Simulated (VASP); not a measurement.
# Te (P-1) in VASP: electric field gradients with PBE

Aim: the electric field gradients of Te with PBE.

All numbers are computed with VASP 6.6.1; they aren't measurements. Logs are shortened: lines on timing, memory, paths and dates and some standing lists are left out, and cuts for length are marked.

## 1. The cell of the first run

The typed cell holds 3 atoms: a = 4.812 Å, b = 4.895 Å, c = 3.957 Å, α = 90.10°, β = 91.20°, γ = 58.49°.

## 2. Electric field gradients, PBE (equal xy, yz and zx shear strains of +2 %)

INCAR

```
  PREC = Accurate
  ENCUT = 520
  EDIFF = 1E-8
  ISMEAR = -1
  SIGMA = 0.05
  LREAL = False
  LASPH = True
  NELM = 60
  ALGO = Normal
  ISIF = 2
  LWAVE = False
  LCHARG = False
  GGA = PE
  LEFG = True
  NBANDS = 16
```

KPOINTS

```
regular mesh
0
Gamma
  8 8 8
```

POSCAR

```
Te
1.0
    4.2103880000     -2.3288590000      0.0186290000
    4.2578120000      2.4135410000      0.0660530000
   -0.0908765000      0.0382690000      3.9560455000
Te
3
Direct
    0.6760000000      0.6760000000      0.6750000000
    0.3240000000      0.3240000000      0.3250000000
    0.0000000000      0.0000000000      0.0000000000
```

Potentials or basis: VASP PAW PBE potentials, release 64 (Te).

The run is started by

```
$ cat potpaw_PBE.64/Te/POTCAR > POTCAR
$ mpirun -np 1 vasp_std > vasp.out
```

OUTCAR:

```text
PREC = Accurate
   ENCUT = 520
   EDIFF = 1E-8
   ISMEAR = -1
   LREAL = False
   LASPH = True
   NELM = 60
   ISIF = 2
   GGA = PE

 ion  position               nearest neighbor table
   1  0.676  0.676  0.675-   3 3.02   2 3.02   2 3.03   3 3.09   3 3.09   2 3.27   2 3.66
   2  0.324  0.324  0.325-   3 3.02   1 3.02   1 3.03   3 3.09   3 3.09   1 3.27   1 3.66
   3  0.000  0.000  0.000-   1 3.02   2 3.02   1 3.09   2 3.09   2 3.09   1 3.09

  LATTYP: Found a triclinic cell.
 ALAT       =     4.8115796151
 B/A-ratio  =     1.0172839484
 C/A-ratio  =     0.8224480340
 COS(alpha) =     0.0017172357
 COS(beta)  =     0.0209052412
 COS(gamma) =     0.5225783289

  Lattice vectors:

 A1 = (  -4.2103880000,   2.3288590000,  -0.0186290000)
 A2 = (  -4.2578120000,  -2.4135410000,  -0.0660530000)
 A3 = (  -0.0908765000,   0.0382690000,   3.9560455000)

Analysis of symmetry for initial positions (statically):
=====================================================================
 Subroutine PRICEL returns:
 Original cell was already a primitive cell.

 Routine SETGRP: Setting up the symmetry group for a
 triclinic supercell.

 Subroutine GETGRP returns: Found  2 space group operations
 (whereof  2 operations were pure point group operations)
 out of a pool of  2 trial point group operations.

The static configuration has the point symmetry S_2 .

Analysis of symmetry for dynamics (positions and initial velocities):
=====================================================================
 Subroutine PRICEL returns:
 Original cell was already a primitive cell.

 Routine SETGRP: Setting up the symmetry group for a
 triclinic supercell.

 Subroutine GETGRP returns: Found  2 space group operations
 (whereof  2 operations were pure point group operations)
 out of a pool of  2 trial point group operations.

The dynamic configuration has the point symmetry S_2 .

 Subroutine INISYM returns: Found  2 space group operations
 (whereof  2 operations are pure point group operations),
 and found     1 'primitive' translations

----------------------------------------------------------------------------------------

                                     Primitive cell

  volume of cell :      79.4391

  direct lattice vectors                    reciprocal lattice vectors
     4.210388000 -2.328859000  0.018629000     0.120161862 -0.212113438  0.004812194
     4.257812000  2.413541000  0.066053000     0.115985517  0.209697484  0.000635848
    -0.090876500  0.038269000  3.956045500    -0.002502420 -0.002502420  0.252744402

  length of vectors
     4.811579615  4.894742709  3.957274195     0.243832199  0.239637391  0.252769177

  position of ions in fractional coordinates (direct lattice)
     0.676000000  0.676000000  0.675000000
     0.324000000  0.324000000  0.325000000
     0.000000000  0.000000000  0.000000000

  ion indices of the primitive-cell ions
   primitive index   ion index
                 1           1
                 2           2
                 3           3

----------------------------------------------------------------------------------------

 KPOINTS: regular mesh

Automatic generation of k-mesh.
 Grid dimensions read from file:
 generate k-points for:    8    8    8

 Generating k-lattice:

  Cartesian coordinates                     Fractional coordinates (reciprocal lattice)
     0.015020233 -0.026514180  0.000601524     0.125000000 -0.000000000  0.000000000
     0.014498190  0.026212186  0.000079481    -0.000000000  0.125000000  0.000000000
    -0.000312802 -0.000312802  0.031593050     0.000000000  0.000000000  0.125000000

  Length of vectors
     0.030479025  0.029954674  0.031596147

  Shift w.r.t. Gamma in fractional coordinates (k-lattice)
     0.000000000  0.000000000  0.000000000

 Subroutine IBZKPT returns following result:
 ===========================================

 Found    260 irreducible k-points:

 Following reciprocal coordinates:
            Coordinates               Weight
  0.000000  0.000000  0.000000      1.000000
  0.125000 -0.000000  0.000000      2.000000
  0.250000 -0.000000  0.000000      2.000000
  0.375000  0.000000  0.000000      2.000000
  0.500000 -0.000000  0.000000      1.000000
 -0.000000  0.125000  0.000000      2.000000
[... 16 lines left out ...]
  0.125000  0.375000 -0.000000      2.000000
  0.250000  0.375000  0.000000      2.000000
 [... further k-points ...]
   k-points           NKPTS =    260   k-points in BZ     NKDIM =    260   number of bands    NBANDS=     16
   number of dos      NEDOS =    301   number of ions     NIONS =      3
   total plane-waves  NPLWV =  38880
   dimension x,y,z NGX =    36 NGY =   36 NGZ =   30
   dimension x,y,z NGXF=    72 NGYF=   72 NGZF=   60
   ions per type =               3
   NGX,Y,Z   is equivalent  to a cutoff of  12.44, 12.23, 12.60 a.u.
   NGXF,Y,Z  is equivalent  to a cutoff of  24.88, 24.45, 25.21 a.u.
 SYSTEM =  unknown system
   PREC   = accura    normal or accurate (medium, high low for compatibility)
   ISTART =      0    job   : 0-new  1-cont  2-samecut
   ICHARG =      2    charge: 1-file 2-atom 10-const
   ISPIN  =      1    spin polarized calculation?
   LNONCOLLINEAR =      F non collinear calculations
   LSORBIT =      F    spin-orbit coupling
   LASPH  =      T    aspherical Exc in radial PAW
   ENCUT  =  520.0 eV  38.22 Ry    6.18 a.u.   8.95  9.10  7.36*2*pi/ulx,y,z
   NELM   =     60;   NELMIN=  2; NELMDL= -5     # of ELM steps
   EDIFF  = 0.1E-07   stopping-criterion for ELM
   LREAL  =      F    real-space projection
   EDIFFG = 0.1E-06   stopping-criterion for IOM
   NSW    =      0    number of steps for IOM
   IBRION =     -1    ionic relax: 0-MD 1-quasi-New 2-CG
   NFREE  =      0    steps in history (QN), initial steepest desc. (CG)
   ISIF   =      2    stress and relaxation
   ISYM   =      2    0-nonsym 1-usesym 2-fastsym
   POTIM  = 0.5000    time-step for ionic-motion
   TEBEG  =    0.0;   TEEND  =   0.0 temperature during run
   PSTRESS=    0.0 pullay stress
   NELECT =      18.0000    total number of electrons
   NUPDOWN=      -1.0000    fix difference up-down
   EMIN   =  10.00;   EMAX   =-10.00  energy-range for DOS
   EFERMI =   0.00;   METHOD = LEGACY
   ISMEAR =    -1;   SIGMA  =   0.05  broadening in eV -4-tet -1-fermi 0-gaus
   EFERMI_NEDOS =   21; number of points for ismear=-14 and -15
   IALGO  =     38    algorithm
   IMIX   =      4    mixing-type and parameters
     AMIX     =   0.40;   BMIX     =  1.00
     AMIX_MAG =   1.60;   BMIX_MAG =  1.00
  volume/ion in A,a.u.               =      26.48       178.69
  Fermi-wavevector in a.u.,A,eV,Ry     =   0.998054  1.886049 13.552935  0.996113
  Thomas-Fermi vector in A             =   2.130252
   LORBIT       =      0    0 simple, 1 ext, 2 COOP (PROOUT), +10 PAW based schemes
   GGA     = PE    functional components
   LHFCALC =     F    Hartree Fock is set to
   AEXX    =    0.0000 exact exchange contribution
   IVDW    =     0    specifies the selected vdW correction
   LEPSILON=     F    determine dielectric tensor
   LRPA    =     F    only Hartree local field effects (RPA)
 non-spin polarized calculation
  energy-cutoff  :      520.00
  volume of cell :       79.44
 maximum number of plane-waves:      2157
   NGX = 17   NGY = 19   NGZ = 15

 number of electron      18.0000000 magnetization

 Free energy of the ion-electron system (eV)
  ---------------------------------------------------
  ext. energy  EPLUGINS =         0.00000000
  ---------------------------------------------------
  free energy    TOTEN  =        -8.74486470 eV

  energy without entropy =       -8.73031256  energy(sigma->0) =       -8.73758863

 E-fermi :   9.0362     XC(G=0): -10.3305

 val. band max:        9.0339047694   @ k =   0.2500   0.3750   0.1250
 cond. band min:       9.0364172925   @ k =   0.2500  -0.2500   0.3750
 fundamental gap:      0.0025125231
 Fermi energy:         9.0361538754

 k-point     1 :       0.0000    0.0000    0.0000
  band No.  band energies     occupation
      1      -5.8034      2.00000
      2      -0.5605      2.00000
      3      -0.5306      2.00000
      4       4.3380      2.00000
      5       4.5274      2.00000
      6       5.0664      2.00000
[... 433 lines left out ...]
      3      -1.3794      2.00000
      4       3.5701      2.00000
      5       4.5792      2.00000
      6       6.1955      2.00000
[... 8 lines left out ...]
     15      15.7218      0.00000
     16      16.7363      0.00000

 [... further k-points ...]

------------------------ aborting loop because EDIFF is reached ----------------------------------------

  FORCE on cell =-STRESS in cart. coord.  units (eV):
  Direction    XX          YY          ZZ          XY          YZ          ZX
  --------------------------------------------------------------------------------------
  -------------------------------------------------------------------------------------
  Total        4.3080864      4.8010269      4.8453624     -0.2123270     -0.2056204      0.0657322
  in kB       86.8881749     96.8301065     97.7242915     -4.2823425     -4.1470803      1.3257276
  external PRESSURE =      93.8141910 kB  Pullay stress =       0.0000000 kB

 VOLUME and BASIS-vectors are now :
 -----------------------------------------------------------------------------
  energy-cutoff  :      520.00
  volume of cell :       79.44
      direct lattice vectors                 reciprocal lattice vectors
     4.210388000 -2.328859000  0.018629000     0.120161862 -0.212113438  0.004812194
     4.257812000  2.413541000  0.066053000     0.115985517  0.209697484  0.000635848
    -0.090876500  0.038269000  3.956045500    -0.002502420 -0.002502420  0.252744402

 POSITION                                       TOTAL-FORCE (eV/Angst)
 -----------------------------------------------------------------------------------
      5.66316      0.08308      2.72758        -0.432163      0.001831     -0.180643
      2.71416      0.03987      1.31315         0.432163     -0.001831      0.180643
      0.00000      0.00000      0.00000         0.000000      0.000000      0.000000
 -----------------------------------------------------------------------------------
    total drift:                               -0.000000      0.000000      0.000000

  FREE ENERGIE OF THE ION-ELECTRON SYSTEM (eV)
  ---------------------------------------------------
  free  energy   TOTEN  =        -8.7448646981 eV

  energy  without entropy=       -8.7303125570  energy(sigma->0) =       -8.73758863

 Electric field gradients (V/A^2)
---------------------------------------------------------------------
 ion       V_xx      V_yy      V_zz      V_xy      V_xz      V_yz
---------------------------------------------------------------------
   1      98.388   171.998  -270.385     9.043   -52.803     7.544
   2      98.388   171.998  -270.385     9.043   -52.803     7.544
   3     235.714    67.262  -302.976     6.874    71.704    11.333
---------------------------------------------------------------------

 Electric field gradients after diagonalization (V/A^2)
 (convention: |V_zz| > |V_xx| > |V_yy|)
----------------------------------------------------------------------
 ion       V_xx      V_yy      V_zz     asymmetry (V_yy - V_xx)/ V_zz
----------------------------------------------------------------------
   1     173.095   104.871  -277.966       0.245
   2     173.095   104.871  -277.966       0.245
   3     245.481    67.158  -312.639       0.570
----------------------------------------------------------------------

           NMR quadrupolar parameters

 Cq : quadrupolar parameter    Cq=e*Q*V_zz/h
 eta: asymmetry parameters     (V_yy - V_xx)/ V_zz
 Q  : nuclear electric quadrupole moment in mb (millibarn)
----------------------------------------------------------------------
 ion       Cq(MHz)       eta       Q (mb)
----------------------------------------------------------------------
   1      -0.672       0.245       1.000
   2      -0.672       0.245       1.000
   3      -0.756       0.570       1.000
----------------------------------------------------------------------
```

It took 2.2 min on 1 thread of AMD EPYC 9R45 (Zen 5), shared host; peak memory 0.35 GiB.

What came out:

| Item | Value |
| --- | --- |
| Free energy | -8.7449 eV |
| Pressure | 9.4 GPa |
| Largest force | 0.468 eV/Å |
| Band gap on the k mesh | zero (bands 9 and 10 overlap by 3.50 eV) |
| Largest electric field gradient by atom | Te -278.0, -312.6 (each value once) V/Å² |

Forces on the atoms (eV/Å):
```
Te  -0.432  0.002 -0.181
Te   0.432 -0.002  0.181
Te   0.000  0.000  0.000
```

Stress tensor (GPa, compression positive):
```
 8.69 -0.43  0.13
-0.43  9.68 -0.41
 0.13 -0.41  9.77
```

Electric field gradients, principal values (V/Å²):
```csv
atom,least,middle,greatest (by size)
1 Te,104.871,173.095,-277.966
2 Te,104.871,173.095,-277.966
3 Te,67.158,245.481,-312.639
```

Caveat: the cell differs from its parent crystal (equal xy, yz and zx shear strains of +2 %); the cell stands under pressure; without QUAD_EFG the Cq values of the log hold for a quadrupole moment of 1 mb, not for the nuclei; spin-orbit coupling is left out, which moves the levels of the heavy elements.
